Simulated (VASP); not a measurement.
Set up this calculation in VASP 6.6.1, as the native input.

```
Task                   : relaxation of cell and atoms
Functional             : PBEsol
Potentials or basis    : VASP PAW PBE potentials, release 64 (Ga_d, N)
Cutoff                 : 600 eV
k mesh                 : 6 × 6 × 4
Occupations            : gaussian, width 0.02 eV
Spin                   : no spin polarisation
Dipole correction      : no
Further INCAR settings : ALGO = Normal; EDIFF = 1e-07; IBRION = 2; EDIFFG = -0.002; NSW = 100; ISIF = 3
```

The structure of GaN (k3) lies in POSCAR:

```
GaN
1.0
    3.3025986706      0.0000000000      0.0000000000
   -1.6512993353      2.8601343473      0.0000000000
    0.0000000000      0.0000000000      4.7450751625
Ga N
2 2
Direct
    0.3333333333      0.6666666667      0.0000000000
    0.6666666667      0.3333333333      0.5000000000
    0.3333333333      0.6666666667      0.5000000000
    0.6666666667      0.3333333333      1.0000000000
```

These files were run (other wordings do the same):

INCAR

```
SYSTEM = GaN
ALGO = Normal
EDIFF = 1E-7
EDIFFG = -0.002
ENCUT = 600
GGA = PS
GGA_COMPAT = .FALSE.
IBRION = 2
ISIF = 3
ISMEAR = 0
LASPH = .TRUE.
LCHARG = .FALSE.
LREAL = .FALSE.
LWAVE = .FALSE.
NELM = 120
NELMIN = 4
NSW = 100
PREC = Accurate
SIGMA = 0.02
```

KPOINTS

```
k-points
0
G
  6 6 4
  0 0 0
```

Potentials or basis: VASP PAW PBE potentials, release 64 (Ga_d, N).

The run is started by

```bash
$ cat potpaw_PBE.64/Ga_d/POTCAR potpaw_PBE.64/N/POTCAR > POTCAR
$ mpirun -np 1 vasp_std > vasp.out
```

Results of the run:

- Relaxed volume: 11.19 Å³/atom
- Relaxed cell: a = 3.301 Å, b = 3.301 Å, c = 4.741 Å, α = 90.00°, β = 90.00°, γ = 120.00°
- Space group after relaxing (to 0.05 Å): P6_3/mmc (No. 194)
- Energy gained by relaxing: 0.0 meV/atom
- Ionic steps: 8
- Pressure after relaxing: 0.0 GPa
- Band gap on the k mesh: 1.43 eV, direct

Caveat: the PAW data sets were made with another functional, which shifts forces and pressure a little.

It took 3.5 min on 1 thread of Intel Xeon 8259CL, with other jobs on the host, peak memory 0.19 GiB.
